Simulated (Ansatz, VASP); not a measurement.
**One calculation of ZnBH6, two programs**

Contents of INCAR:

```
SYSTEM = ZnBH6
  PREC = Accurate
  ENCUT = 600
  EDIFF = 1E-6
  ISMEAR = 0
  SIGMA = 0.1
  LREAL = .FALSE.
  LASPH = .TRUE.
  NELM = 60
  ALGO = Normal
  ISIF = 3
  LWAVE = .FALSE.
  LCHARG = .FALSE.
  GGA = PE
  IBRION = 2
  NSW = 90
  EDIFFG = -0.04
```

The input KPOINTS:

```
regular mesh
0
G
  4 4 4
  0 0 0
```

Contents of POSCAR:

```
ZnBH6
1.0
    0.0000000000      3.7047237900      3.7047237900
    3.7047237900      0.0000000000      3.7047237900
    3.7047237900      3.7047237900      0.0000000000
Zn B H
1 1 6
Direct
    0.0000000000      0.0000000000      0.0000000000
    0.5000000000      0.5000000000      0.5000000000
    0.7500000000      0.2500000000      0.2500000000
    0.2500000000      0.7500000000      0.7500000000
    0.2500000000      0.7500000000      0.2500000000
    0.7500000000      0.2500000000      0.7500000000
    0.2500000000      0.2500000000      0.7500000000
    0.7500000000      0.7500000000      0.2500000000
```

Input for Ansatz:

```yaml
crystal:
  lattice:
    - [0.0, 3.70472379, 3.70472379]
    - [3.70472379, 0.0, 3.70472379]
    - [3.70472379, 3.70472379, 0.0]
  atoms:
    - { symbol: Zn, position: [0.0, 0.0, 0.0] }
    - { symbol: B, position: [0.5, 0.5, 0.5] }
    - { symbol: H, position: [0.75, 0.25, 0.25] }
    - { symbol: H, position: [0.25, 0.75, 0.75] }
    - { symbol: H, position: [0.25, 0.75, 0.25] }
    - { symbol: H, position: [0.75, 0.25, 0.75] }
    - { symbol: H, position: [0.25, 0.25, 0.75] }
    - { symbol: H, position: [0.75, 0.75, 0.25] }
basis:
  ecutwfc: 420
kpoints:
  mp_grid: { grid: [4, 4, 4] }
hamiltonian:
  xc: pbe
scf:
  occupations: { method: gaussian, width: 0.1 }
  lower_state_search: "off"
output:
  forces: true
  stress: true
  eigenvalues: true
relax:
  adjacent_minimum: "off"
  f_tol: 0.04
  max_steps: 70
  cell: { stress_tol: 0.4 }
```

Alike in both runs: task relaxation of cell and atoms; functional PBE; k mesh 4 × 4 × 4; occupations gaussian, width 0.1 eV; no spin polarisation.

|  | VASP | Ansatz |
| --- | --- | --- |
| version | VASP 6.6.1 | Ansatz 0.2.0 |
| potentials or method | VASP PAW PBE potentials, release 64 (Zn, B, H), cutoff 600 eV | scalar-relativistic, plane waves, PAW |
| valence electrons in the cell | 21 | 21 |

|  | VASP | Ansatz | Ansatz less VASP |
| --- | --- | --- | --- |
| gap on the k mesh at the Fermi level, each at its own relaxed structure (eV) | none | none | - |
| relaxed volume (Å³/atom) | 7.68 | 7.70 | +0.019 |
| relaxed length of the cell vector where the two differ most in proportion (Å) | 4.429 | 4.433 | +0.0036 |

A gap of «none» marks a metal or a gap that the smearing closes.

The k mesh is coarse, so the values compare programs but aren't converged. Noted on VASP's run: the volume moved by over 15 % at a fixed basis, so the end points are rough.
